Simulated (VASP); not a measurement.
## Pd: relaxation of the atoms with PBE

System: Pd, a slab with vacuum.

```xyz
4
Lattice="2.7877 0.0000 0.0000 0.0000 2.7877 0.0000 0.0000 0.0000 22.9136" Properties=species:S:1:pos:R:3 pbc="T T T"
Pd    1.3938    1.3938    8.5000
Pd    0.0000    0.0000   10.4712
Pd    1.3938    1.3938   12.4424
Pd    0.0000    0.0000   14.4136
```

```json
{
  "Program": "VASP 6.6.1",
  "Task": "relaxation of the atoms",
  "Functional": "PBE",
  "Potentials or basis": "VASP PAW PBE potentials, release 64 (Pd)",
  "Cutoff": "520 eV",
  "k mesh": "10 × 10 × 1",
  "Occupations": "gaussian, width 0.1 eV",
  "Spin": "no spin polarisation",
  "Dipole correction": "yes",
  "Atoms held fixed (from 0)": "[0, 1]",
  "Further INCAR settings": "ALGO = Normal; EDIFF = 1e-06; IBRION = 2; EDIFFG = -0.03; NSW = 90"
}
```

```
Energy gained by relaxing : 0.8 meV/atom
Ionic steps               : 8
Band gap on the k mesh    : zero (bands 20 and 21 overlap by 0.86 eV)
```

Step by step:
```
step  energy change (eV)  largest force on free atoms (eV/Å)  pressure (GPa)
   1              0.0000                              0.1385           -1.70
   2             -0.0009                              0.0987           -1.66
   3             -0.0014                              0.0635           -1.60
   4             -0.0014                              0.0838           -1.58
   5             -0.0019                              0.0711           -1.54
   6             -0.0028                              0.0374           -1.44
   7             -0.0029                              0.0336           -1.24
   8             -0.0031                              0.0024           -1.34
```

Final structure:
```
Pd
1.0
     2.78768    0.00000    0.00000
     0.00000    2.78768    0.00000
     0.00000    0.00000   22.91356
Pd
4
Direct
  0.50000 0.50000 0.37096
  0.00000 0.00000 0.45699
  0.50000 0.50000 0.54214
  0.00000 0.00000 0.62682
```

Levels at points of the mesh, in eV from the Fermi level:
| k point | band 17 | band 18 | band 19 | band 20 | band 21 | band 22 | band 23 | band 24 |
| --- | --- | --- | --- | --- | --- | --- | --- | --- |
| (0.00, 0.00, 0.00) | -0.61 | -0.54 | -0.54 | -0.17 | -0.01 | 0.11 | 0.11 | 1.21 |
| (0.50, 0.00, 0.00) | -0.50 | -0.49 | -0.11 | -0.10 | 1.82 | 1.82 | 2.26 | 2.27 |
| (0.50, 0.50, 0.00) | 0.24 | 0.26 | 0.55 | 0.59 | 4.37 | 4.37 | 6.70 | 6.70 |

Run time: 4.7 min on 1 thread of Intel(R) Xeon(R) 6975P-C (Granite Rapids), with other jobs on the host, peak memory 0.34 GiB.
